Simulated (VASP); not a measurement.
Input of a VASP 6.6.1 run:

INCAR

```
SYSTEM = Ba2Os
  PREC = Accurate
  ENCUT = 520
  EDIFF = 1E-6
  ISMEAR = -1
  SIGMA = 0.1
  LREAL = .FALSE.
  LASPH = .TRUE.
  NELM = 60
  ALGO = Normal
  ISIF = 2
  LWAVE = .FALSE.
  LCHARG = .FALSE.
  GGA = PS
  IVDW = 13
  NBANDS = 21
```

File KPOINTS:

```
Automatic mesh
0
G
  5 5 5
  0 0 0
```

The input POSCAR:

```
Ba2Os
1.0
    0.0000000000      3.6154025523      0.0000001234
    3.6154025523      0.0000000000      0.0000001234
    1.8077015083      1.8077015083     -6.7997129328
Os Ba
1 2
Direct
    0.0000000000      0.0000000000      0.0000000000
    0.3697500050      0.3697500050      0.2604999900
    0.6302499950      0.6302499950      0.7395000100
```

Potentials or basis: VASP PAW PBE potentials, release 64 (Os, Ba_sv).

Command:

```sh
$ cat potpaw_PBE.64/Os/POTCAR potpaw_PBE.64/Ba_sv/POTCAR > POTCAR
$ mpirun -np 1 vasp_std > vasp.out
```

Question: What does it give for the dispersion energy per atom?

Answer: -0.179 eV.

Question: Estimate the pressure.

Answer: 2.0 GPa.

Forces in eV/Å, atoms in the order of the input:
```
Os   0.000  0.000  0.000
Ba   0.000  0.000 -0.268
Ba   0.000  0.000  0.268
```

Caveat: the PAW data sets were made with another functional, which shifts forces and pressure a little.
